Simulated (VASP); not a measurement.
Wanted: the native input for a VASP 6.6.1 run.

```
Task                   : single point
Functional             : RPBE
Potentials or basis    : VASP PAW PBE potentials, release 64 (In_d)
Cutoff                 : 520 eV
k mesh                 : 11 × 11 × 11
Occupations            : fermi-dirac, width 0.05 eV
Spin                   : no spin polarisation
Dipole correction      : no
Further INCAR settings : ALGO = Normal; EDIFF = 1e-06; NBANDS = 12
```

The structure of In lies in POSCAR:

```
In
1.0
   -1.6665987737      1.6665987737      2.6041133309
    1.6665987737     -1.6665987737      2.6041133309
    1.6665987737      1.6665987737     -2.6041133309
In
1
Direct
    0.0000000000      0.0000000000      0.0000000000
```

The input as run:

INCAR

```
SYSTEM = In
  ALGO = Normal
  EDIFF = 1E-6
  ENCUT = 520
  GGA = RP
  ISIF = 2
  ISMEAR = -1
  LASPH = .True.
  LCHARG = .True.
  LELF = .True.
  LREAL = .False.
  LVHAR = .True.
  LWAVE = .False.
  NBANDS = 12
  NELM = 100
  PREC = Accurate
  SIGMA = 0.05
```

KPOINTS

```
k-points
0
Gamma
  11 11 11
  0 0 0
```

Potentials or basis: VASP PAW PBE potentials, release 64 (In_d).

The run is started by

```bash
$ cat potpaw_PBE.64/In_d/POTCAR > POTCAR
$ mpirun -np 1 vasp_std > vasp.out
```

It gave:

| Property | Result |
| --- | --- |
| Pressure | -0.1 GPa |

Caveat: the PAW data sets were made with another functional, which shifts forces and pressure a little.

Wall time 26 s on 1 thread of Intel(R) Xeon(R) Platinum 8375C CPU @ 2.90GHz (Ice Lake) (shared host), peak memory 0.18 GiB.
